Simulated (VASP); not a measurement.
# Ni: single point with PBE

Ni:

```
Ni
1.0
     0.00000    1.75860    1.75860
     1.75860    0.00000    1.75860
     1.75860    1.75860    0.00000
Ni
1
Direct
  0.00000 0.00000 0.00000
```

```json
{
  "Program": "VASP 6.6.1",
  "Task": "single point",
  "Functional": "PBE",
  "Potentials or basis": "VASP PAW PBE potentials, release 64 (Ni)",
  "Cutoff": "520 eV",
  "k mesh": "15 × 15 × 15",
  "Occupations": "fermi-dirac, width 0.05 eV",
  "Spin": "collinear spin, ferromagnetic start",
  "Starting moments": "[1.7] μB",
  "Fixed moment": "1.7 μB",
  "Dipole correction": "no",
  "Further INCAR settings": "ALGO = Normal; EDIFF = 1e-07; NBANDS = 15"
}
```

| Item | Value |
| --- | --- |
| Pressure | 16.8 GPa |
| Net moment | 1.70 μB per cell |
| Site moments | Ni +1.62 μB |
| Valence electrons inside the program's atomic spheres | Ni 9.26 |

It took 19 s on 1 thread of Intel(R) Xeon(R) 6975P-C (Granite Rapids) (shared host), peak memory 0.15 GiB.

Caveat: the total moment is fixed, so each spin has its own Fermi level.
